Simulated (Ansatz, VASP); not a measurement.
# One calculation of CuO, two programs

```xyz
2
Lattice="2.6191 0.0000 0.0000 0.0000 2.6191 0.0000 0.0000 0.0000 2.6191" Properties=species:S:1:pos:R:3 pbc="T T T"
Cu    0.0000    0.0000    0.0000
O     1.3096    1.3096    1.3096
```

Change from the starting cell: volume scaled by 0.98, PAW files.

Alike in both runs: task electric field gradients; functional PBE; k mesh 12 × 12 × 12; occupations fermi-dirac, width 0.08 eV; no spin polarisation.

|  | VASP | Ansatz |
| --- | --- | --- |
| version | VASP 6.6.1 | Ansatz 0.2.0 |
| potentials or method | VASP PAW PBE potentials, release 64 (Cu, O) | PAW with Ansatz's default frozen-core files, scalar-relativistic |
| plane-wave cutoff (eV) | 520 | 420 |
| valence electrons in the cell | 17 | 25 |

|  | VASP | Ansatz | Ansatz less VASP |
| --- | --- | --- | --- |
| pressure (GPa) | 3.7 | 3.6 | -0.11 |

VASP's potentials hold 17 valence electrons a cell and Ansatz's 25, so a difference there can come from the potentials and not from the codes.
